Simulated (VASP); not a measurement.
A run of VASP 6.6.1 is set up as follows.

POSCAR

```
SnO2
1.0
    4.7602164773      0.0000000000      0.0000000000
    0.0000000000      4.7602164773      0.0000000000
    0.0000000000      0.0000000000      3.2005650988
Sn O
2 4
Direct
    0.0000000000      0.0000000000     -0.0078111206
    0.5000000000      0.5000000000      0.5000000000
    0.3058934984      0.3058934984      0.0000000000
    0.1941065016      0.8058934984      0.5000000000
    0.6941065016      0.6941065016      0.0000000000
    0.8058934984      0.1941065016      0.5000000000
```

File INCAR.step1:

```
PREC     = Accurate       # precision mode
ENCUT    = 520            # plane-wave cutoff, eV
ISMEAR   = 0              # smearing method
SIGMA    = 0.05           # smearing width, eV
LREAL    = False          # projectors in reciprocal space
LASPH    = True           # aspherical terms in the spheres
NELM     = 60             # most SCF steps
NBANDS   = 35             # bands
GGA      = PE             # functional
ALGO     = Normal         # electronic algorithm
EDIFF    = 1E-4           # SCF threshold, eV
LWAVE    = True           # write WAVECAR
LCHARG   = False          # write CHGCAR
```

The input INCAR.step2:

```
PREC     = Accurate       # precision mode
ENCUT    = 520            # plane-wave cutoff, eV
EDIFF    = 1E-6           # SCF threshold, eV
ISMEAR   = 0              # smearing method
SIGMA    = 0.05           # smearing width, eV
LREAL    = False          # projectors in reciprocal space
LASPH    = True           # aspherical terms in the spheres
NELM     = 60             # most SCF steps
ALGO     = Normal         # electronic algorithm
ISIF     = 2              # what is computed and relaxed
LWAVE    = False          # write WAVECAR
LCHARG   = False          # write CHGCAR
METAGGA  = R2SCAN         # meta-GGA
LMIXTAU  = True         
NBANDS   = 35             # bands
ISTART   = 1
```

File KPOINTS:

```
Automatic mesh
0
Gamma
  6 6 8
```

Potentials or basis: VASP PAW PBE potentials, release 64 (Sn_d, O).

Run with:

```bash
$ cat potpaw_PBE.64/Sn_d/POTCAR potpaw_PBE.64/O/POTCAR > POTCAR
$ cp INCAR.step1 INCAR
$ mpirun -np 1 vasp_std > vasp.out
$ cp INCAR.step2 INCAR
$ mpirun -np 1 vasp_std > vasp.out
```

What does it give for the largest force?

0.519 eV/Å.

Predict the band gap on the k mesh.

1.79 eV.

What does it give for the pressure?

1.1 GPa.

Stress tensor (GPa, compression positive):
```
 0.95 -0.05  0.00
-0.05  0.95  0.00
 0.00  0.00  1.52
```

Caveat: the cell differs from its parent crystal (atom 1 (Sn) moved +0.025 Å towards its neighbour atom 1 (Sn) at 3.201 Å); the PAW data sets were made with another functional, which shifts forces and pressure a little; spin-orbit coupling is left out, which moves the levels of the heavy elements.
